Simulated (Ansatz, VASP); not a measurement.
**One calculation of As, two programs**

The input INCAR:

```
SYSTEM = As
PREC = Accurate ; ENCUT = 520
EDIFF = 1E-6 ; ISMEAR = 0
SIGMA = 0.02 ; LREAL = .FALSE.
LASPH = .TRUE. ; NELM = 100
ALGO = Normal ; ISIF = 2
LWAVE = .FALSE. ; LCHARG = .FALSE.
LDIPOL = .TRUE. ; IDIPOL = 3
DIPOL = 0.5 0.5 0.500 ; GGA = PE
NBANDS = 12
```

KPOINTS

```
regular mesh
0
G
  9 9 1
  0 0 0
```

The input POSCAR:

```
As
1.0
    3.7280000000      0.0000000000      0.0000000000
   -1.8640000000      3.2285427053      0.0000000000
    0.0000000000      0.0000000000     28.0000000000
As
2
Direct
    0.3333333333      0.6666666667      0.5159642857
    0.6666666667      0.3333333333      0.4840357143
```

Input for Ansatz:

```yaml
crystal:
  lattice:
    - [3.728, 0.0, 0.0]
    - [-1.864, 3.2285427053, 0.0]
    - [0.0, 0.0, 28.0]
  atoms:
    - { symbol: As, position: [0.3333333333, 0.6666666667, 0.5159642857] }
    - { symbol: As, position: [0.6666666667, 0.3333333333, 0.4840357143] }
  periodic: [true, true, false]
basis:
  ecutwfc: 420
kpoints:
  mp_grid: { grid: [9, 9, 1] }
hamiltonian:
  xc: pbe
scf:
  occupations: { method: gaussian, width: 0.02 }
output:
  forces: true
  stress: true
  eigenvalues: true
```

Alike in both runs: task single point; functional PBE; k mesh 9 × 9 × 1; occupations gaussian, width 0.02 eV; no spin polarisation.

|  | VASP | Ansatz |
| --- | --- | --- |
| version | VASP 6.6.1 | Ansatz 0.2.0 |
| potentials or method | VASP PAW PBE potentials, release 64 (As), cutoff 520 eV | scalar-relativistic, plane waves, PAW |
| valence electrons in the cell | 10 | 30 |

Ansatz gave:

* gap on the k mesh at the Fermi level (eV): none
* rms of the force components (eV/Å): 1.824

Q: Which values does VASP return?

A: gap on the k mesh at the Fermi level (eV): none; rms of the force components (eV/Å): 1.856.

Atom by atom the forces differ by 0.032 eV/Å (rms over components). A gap of «none» marks a metal or a gap that the smearing closes. The functional is the same, so the differences come from potentials, cutoffs and numerics. VASP's potentials hold 10 valence electrons a cell and Ansatz's 30, so a difference there can come from the potentials and not from the codes.
